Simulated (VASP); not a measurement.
Here is a VASP 6.6.1 calculation.

INCAR

```
SYSTEM = NbP
  PREC = Accurate
  ENCUT = 520
  EDIFF = 1E-6
  ISMEAR = 0
  SIGMA = 0.05
  LREAL = .False.
  LASPH = .True.
  NELM = 100
  ALGO = Normal
  ISIF = 2
  LWAVE = .False.
  LCHARG = .False.
  GGA = PS
  NBANDS = 16
```

KPOINTS

```
regular mesh
0
Gamma
  10 10 10
  0 0 0
```

The input POSCAR:

```
NbP
1.0
    0.0000000000      2.7634058242      2.7634058242
    2.7634058242      0.0000000000      2.7634058242
    2.7634058242      2.7634058242      0.0000000000
Nb P
1 1
Direct
    0.0000000000      0.0000000000      0.0000000000
    0.2500000000      0.2500000000      0.2500000000
```

Potentials or basis: VASP PAW PBE potentials, release 64 (Nb_sv, P).

Command:

```bash
$ cat potpaw_PBE.64/Nb_sv/POTCAR potpaw_PBE.64/P/POTCAR > POTCAR
$ mpirun -np 1 vasp_std > vasp.out
```

Problem. What does it give for the band gap on the k mesh?

Solution. Zero (band 9 reaches 7.71 eV, above the bottom of band 10 at 7.05 eV).

Problem. Predict the pressure.

Solution. -0.1 GPa.

Caveat: the PAW data sets were made with another functional, which shifts forces and pressure a little.
